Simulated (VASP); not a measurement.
# Be (P6_3/mmc) in VASP: further runs

The runs below take Be through single point, with PBEsol.

Program: VASP 6.6.1. These are calculated values, not measurements. Logs are shortened: lines on timing, memory, paths and dates and some standing lists are left out, and cuts for length are marked.

## 1. The cell of the first run

Symmetry: P6_3/mmc, No. 194, hexagonal system. Conventional cell: a = 2.334 Å, b = 2.334 Å, c = 3.601 Å, α = 90.00°, β = 90.00°, γ = 120.00°. Within 3.0 Å of Be (site symmetry -6m2) lie 12 Be at 2.25 to 2.33 Å.

## 2. Single point, PBEsol (strain +0.015 along x and y, +0.000 along z)

The input, INCAR:

```
SYSTEM = Be
PREC     = Accurate       ! precision mode
ENCUT    = 520            ! plane-wave cutoff, eV
EDIFF    = 1E-7           ! SCF threshold, eV
ISMEAR   = 0              ! smearing method
SIGMA    = 0.15           ! smearing width, eV
LREAL    = .FALSE.        ! projectors in reciprocal space
LASPH    = .TRUE.         ! aspherical terms in the spheres
NELM     = 100            ! most SCF steps
ALGO     = Fast           ! electronic algorithm
ISIF     = 2              ! what is computed and relaxed
LWAVE    = .FALSE.        ! write WAVECAR
LCHARG   = .FALSE.        ! write CHGCAR
GGA      = PS             ! functional
NBANDS   = 9              ! bands
```

The input, KPOINTS:

```
regular mesh
0
G
  24 24 14
  0 0 0
```

The input, POSCAR:

```
Be
1.0
    2.3339945147      0.0000000000      0.0000000000
   -1.1669972574      2.0212985420      0.0000000000
    0.0000000000      0.0000000000      3.6009000000
Be
2
Direct
    0.3333333333      0.6666666667      0.2500000000
    0.6666666667      0.3333333333      0.7500000000
```

Potentials or basis: VASP PAW PBE potentials, release 64 (Be).

Launch:

```bash
> cat potpaw_PBE.64/Be/POTCAR > POTCAR
> mpirun -np 1 vasp_std > vasp.out
```

OUTCAR:

```text
SYSTEM = Be
   PREC = Accurate
   ENCUT = 520
   EDIFF = 1E-7
   ISMEAR = 0
   LREAL = .FALSE.
   LASPH = .TRUE.
   NELM = 100
   ISIF = 2
   GGA = PS

 ion  position               nearest neighbor table
   1  0.333  0.667  0.250-   2 2.25   2 2.25   2 2.25   2 2.25   2 2.25   2 2.25
   2  0.667  0.333  0.750-   1 2.25   1 2.25   1 2.25   1 2.25   1 2.25   1 2.25

  LATTYP: Found a hexagonal cell.
 ALAT       =     2.3339945147
 C/A-ratio  =     1.5428056824

  Lattice vectors:

 A1 = (   2.3339945147,   0.0000000000,   0.0000000000)
 A2 = (  -1.1669972574,   2.0212985420,   0.0000000000)
 A3 = (   0.0000000000,   0.0000000000,   3.6009000000)

Analysis of symmetry for initial positions (statically):
=====================================================================
 Subroutine PRICEL returns:
 Original cell was already a primitive cell.

 Routine SETGRP: Setting up the symmetry group for a
 hexagonal supercell.

 Subroutine GETGRP returns: Found 24 space group operations
 (whereof 12 operations were pure point group operations)
 out of a pool of 24 trial point group operations.

The static configuration has the point symmetry D_3d.
 The point group associated with its full space group is D_6h.

Analysis of symmetry for dynamics (positions and initial velocities):
=====================================================================
 Subroutine PRICEL returns:
 Original cell was already a primitive cell.

 Routine SETGRP: Setting up the symmetry group for a
 hexagonal supercell.

 Subroutine GETGRP returns: Found 24 space group operations
 (whereof 12 operations were pure point group operations)
 out of a pool of 24 trial point group operations.

The dynamic configuration has the point symmetry D_3d.
 The point group associated with its full space group is D_6h.

 Subroutine INISYM returns: Found 24 space group operations
 (whereof 12 operations are pure point group operations),
 and found     1 'primitive' translations

----------------------------------------------------------------------------------------

                                     Primitive cell

  volume of cell :      16.9880

  direct lattice vectors                    reciprocal lattice vectors
     2.333994515  0.000000000  0.000000000     0.428450021  0.247365735  0.000000000
    -1.166997257  2.021298542  0.000000000     0.000000000  0.494731470  0.000000000
[... 90 lines left out ...]
   NFREE  =      0    steps in history (QN), initial steepest desc. (CG)
   ISIF   =      2    stress and relaxation
   ISYM   =      2    0-nonsym 1-usesym 2-fastsym
   POTIM  = 0.5000    time-step for ionic-motion
   TEBEG  =    0.0;   TEEND  =   0.0 temperature during run
   PSTRESS=    0.0 pullay stress
   NELECT =       4.0000    total number of electrons
   NUPDOWN=      -1.0000    fix difference up-down
   EMIN   =  10.00;   EMAX   =-10.00  energy-range for DOS
   EFERMI =   0.00;   METHOD = LEGACY
   ISMEAR =     0;   SIGMA  =   0.15  broadening in eV -4-tet -1-fermi 0-gaus
   EFERMI_NEDOS =   21; number of points for ismear=-14 and -15
   IALGO  =     68    algorithm
   IMIX   =      4    mixing-type and parameters
     AMIX     =   0.40;   BMIX     =  1.00
     AMIX_MAG =   1.60;   BMIX_MAG =  1.00
  volume/ion in A,a.u.               =       8.49        57.32
  Fermi-wavevector in a.u.,A,eV,Ry     =   1.010914  1.910351 13.904445  1.021948
  Thomas-Fermi vector in A             =   2.143932
   LORBIT       =      0    0 simple, 1 ext, 2 COOP (PROOUT), +10 PAW based schemes
   GGA     = PS    functional components
   LHFCALC =     F    Hartree Fock is set to
   AEXX    =    0.0000 exact exchange contribution
   IVDW    =     0    specifies the selected vdW correction
   LEPSILON=     F    determine dielectric tensor
   LRPA    =     F    only Hartree local field effects (RPA)
 non-spin polarized calculation
 RMM-DIIS sequential band-by-band and
 Gauss-broadening in eV      SIGMA  =   0.15
  energy-cutoff  :      520.00
  volume of cell :       16.99
 maximum number of plane-waves:       488
 NGX is ok and might be reduce to    18
   NGX =  9   NGY =  9   NGZ = 13

 number of electron       4.0000000 magnetization

 Free energy of the ion-electron system (eV)
  ---------------------------------------------------
  ext. energy  EPLUGINS =         0.00000000
  ---------------------------------------------------
  free energy    TOTEN  =        -7.95764065 eV

  energy without entropy =       -7.95538944  energy(sigma->0) =       -7.95651504

 E-fermi :   6.3529     XC(G=0): -10.3745

 val. band max:        6.3414753284   @ k =   0.2917   0.2500   0.0000
 cond. band min:       6.4713702964   @ k =   0.2917   0.0833   0.0000
 fundamental gap:      0.1298949681
 Fermi energy:         6.3529412968

 k-point     1 :       0.0000    0.0000    0.0000
  band No.  band energies     occupation
      1      -4.5087      2.00000
      2       2.4203      2.00000
      3       7.6768      0.00000
      4      21.1728      0.00000
      5      21.1728      0.00000
      6      23.9845      0.00000
      7      23.9845      0.00000
      8      26.5787      0.00000
      9      32.8625      0.00000
[... 265 lines left out ...]
 k-point    24 :       0.4583    0.0417    0.0000
  band No.  band energies     occupation
      1       1.4935      2.00000
      2       3.5072      2.00000
      3       9.8191      0.00000
      4      12.9135      0.00000
      5      12.9768      0.00000
      6      14.2333      0.00000
      7      16.8639      0.00000
      8      22.4018      0.00000
      9      24.8958      0.00000

 [... further k-points ...]

------------------------ aborting loop because EDIFF is reached ----------------------------------------

  FORCE on cell =-STRESS in cart. coord.  units (eV):
  Direction    XX          YY          ZZ          XY          YZ          ZX
  --------------------------------------------------------------------------------------
  -------------------------------------------------------------------------------------
  Total       -1.0420862     -1.0420862     -0.5221525      0.0000000      0.0000000      0.0000000
  in kB      -98.2817523    -98.2817523    -49.2455015      0.0000000      0.0000000      0.0000000
  external PRESSURE =     -81.9363354 kB  Pullay stress =       0.0000000 kB

 VOLUME and BASIS-vectors are now :
 -----------------------------------------------------------------------------
  energy-cutoff  :      520.00
  volume of cell :       16.99
      direct lattice vectors                 reciprocal lattice vectors
     2.333994515  0.000000000  0.000000000     0.428450021  0.247365735  0.000000000
    -1.166997257  2.021298542  0.000000000     0.000000000  0.494731470  0.000000000
     0.000000000  0.000000000  3.600900000     0.000000000  0.000000000  0.277708351

 POSITION                                       TOTAL-FORCE (eV/Angst)
 -----------------------------------------------------------------------------------
     -0.00000      1.34753      0.90023         0.000000     -0.000000      0.000000
      1.16700      0.67377      2.70068        -0.000000      0.000000      0.000000
 -----------------------------------------------------------------------------------
    total drift:                                0.000000     -0.000000      0.000000

  FREE ENERGIE OF THE ION-ELECTRON SYSTEM (eV)
  ---------------------------------------------------
  free  energy   TOTEN  =        -7.9576406498 eV

  energy  without entropy=       -7.9553894398  energy(sigma->0) =       -7.95651504
```

stdout:

```text
POSCAR found type information on POSCAR Be
 POSCAR found :  1 types and       2 ions
 scaLAPACK will be used
 -----------------------------------------------------------------------------
|                                                                             |
|                                                                             |
|     You enforced a specific xc type in the INCAR file but a different       |
|     I HOPE YOU KNOW WHAT YOU ARE DOING!                                     |
|                                                                             |
 -----------------------------------------------------------------------------

 LDA part: xc-table for (Slater+PW92), standard interpolation
 POSCAR, INCAR and KPOINTS ok, starting setup
 FFT: planning ... GRIDC
 FFT: planning ... GRID_SOFT
 FFT: planning ... GRID
 WAVECAR not read
 entering main loop
```

Run time: 23 s. Hardware: 1 thread of Intel Xeon 6975P-C (Granite Rapids), shared host; peak memory 0.17 GiB.

Results:

- Free energy: -7.9576 eV
- Pressure: -8.2 GPa
- Band gap on the k mesh: zero (bands 2 and 3 overlap by 2.08 eV)

Caveat: the cell differs from its parent crystal (strain +0.015 along x and y, +0.000 along z); the cell stands under tension; the PAW data sets were made with another functional, which shifts forces and pressure a little.

## 3. Single point, PBEsol (strain +0.030 along x and y, -0.015 along z)

The input, INCAR:

```
SYSTEM = Be
ALGO = Normal
EDIFF = 1E-6
ENCUT = 520
GGA = PS
ISIF = 2
ISMEAR = 0
LASPH = .True.
LCHARG = .False.
LREAL = .False.
LWAVE = .False.
NBANDS = 9
NELM = 80
PREC = Accurate
SIGMA = 0.15
```

The input, KPOINTS:

```
k-points
0
Gamma
  24 24 14
  0 0 0
```

The input, POSCAR:

```
Be
1.0
    2.3684870445      0.0000000000      0.0000000000
   -1.1842435223      2.0511699490      0.0000000000
    0.0000000000      0.0000000000      3.5468865000
Be
2
Direct
    0.3333333333      0.6666666667      0.2500000000
    0.6666666667      0.3333333333      0.7500000000
```

Potentials or basis: VASP PAW PBE potentials, release 64 (Be).

Launch:

```bash
> cat potpaw_PBE.64/Be/POTCAR > POTCAR
> mpirun -np 1 vasp_std > vasp.out
```

Wall time 16 s (1 thread of Intel Xeon 6975P-C (Granite Rapids), shared host); peak memory 0.17 GiB.

It converged, with:

| Quantity | Value |
| --- | --- |
| Free energy | -7.9262 eV |
| Pressure | -9.0 GPa |
| Band gap on the k mesh | zero (bands 2 and 3 overlap by 2.18 eV) |

Stress tensor (GPa, compression positive):
```
-13.09   0.00   0.00
  0.00 -13.09   0.00
  0.00   0.00  -0.85
```

Levels at points of the mesh, in eV from the Fermi level:
| k point | band 1 | band 2 | band 3 | band 4 | band 5 | band 6 | band 7 |
| --- | --- | --- | --- | --- | --- | --- | --- |
| (0.00, 0.00, 0.00) | -10.75 | -3.57 | 1.82 | 14.13 | 14.13 | 17.07 | 17.07 |
| (0.50, 0.00, 0.00) | -4.75 | -3.13 | 3.66 | 6.52 | 6.92 | 8.19 | 9.91 |
| (0.00, 0.00, 0.50) | -8.52 | -8.52 | 11.58 | 11.58 | 15.87 | 15.87 | 15.87 |
| (0.50, 0.00, 0.50) | -3.33 | -3.33 | 1.32 | 1.32 | 10.86 | 10.86 | 15.30 |

Caveat: the cell differs from its parent crystal (strain +0.030 along x and y, -0.015 along z); the stress differs along the axes, from -13 to -1 GPa; the PAW data sets were made with another functional, which shifts forces and pressure a little.

The gap in the log of VASP goes by the Fermi energy; the results here count the filled bands.